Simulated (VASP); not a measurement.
Write the native input for VASP 6.6.1 that does the following.

```
Task                   : single point
Functional             : PBE
Potentials or basis    : VASP PAW PBE potentials, release 64 (B, N)
Cutoff                 : 520 eV
k mesh                 : 9 × 9 × 6
Occupations            : gaussian, width 0.02 eV
Spin                   : no spin polarisation
Dipole correction      : no
Further INCAR settings : ALGO = Normal; EDIFF = 1e-06; NBANDS = 16
```

The structure of BN (pbe) lies in POSCAR:

```
BN
1.0
    2.5540613941      0.0000000000      0.0000000000
   -1.2770306971      2.2118820501      0.0000000000
    0.0000000000      0.0000000000      4.2238815845
B N
2 2
Direct
    0.3333333333      0.6666666667     -0.0003155034
    0.6666666667      0.3333333333      0.4996844966
    0.3333333333      0.6666666667      0.3743155034
    0.6666666667      0.3333333333      0.8743155034
```

The input as run:

INCAR

```
PREC = Accurate ; ENCUT = 520
EDIFF = 1E-6 ; ISMEAR = 0
SIGMA = 0.02 ; LREAL = F
LASPH = T ; NELM = 100
ALGO = Normal ; ISIF = 2
LWAVE = F ; LCHARG = F
GGA = PE ; NBANDS = 16
```

KPOINTS

```
regular mesh
0
Gamma
  9 9 6
```

Potentials or basis: VASP PAW PBE potentials, release 64 (B, N).

Run with:

```console
$ cat potpaw_PBE.64/B/POTCAR potpaw_PBE.64/N/POTCAR > POTCAR
$ mpirun -np 1 vasp_std > vasp.out
```

Results of the run:

```
Pressure               : 0.4 GPa
Largest force          : 0.003 eV/Å
Band gap on the k mesh : 5.21 eV, indirect (least direct gap 8.23 eV)
```

Wall time 6.7 s on 1 thread of Intel(R) Xeon(R) 6975P-C (Granite Rapids), with other jobs on the host, peak memory 0.13 GiB.
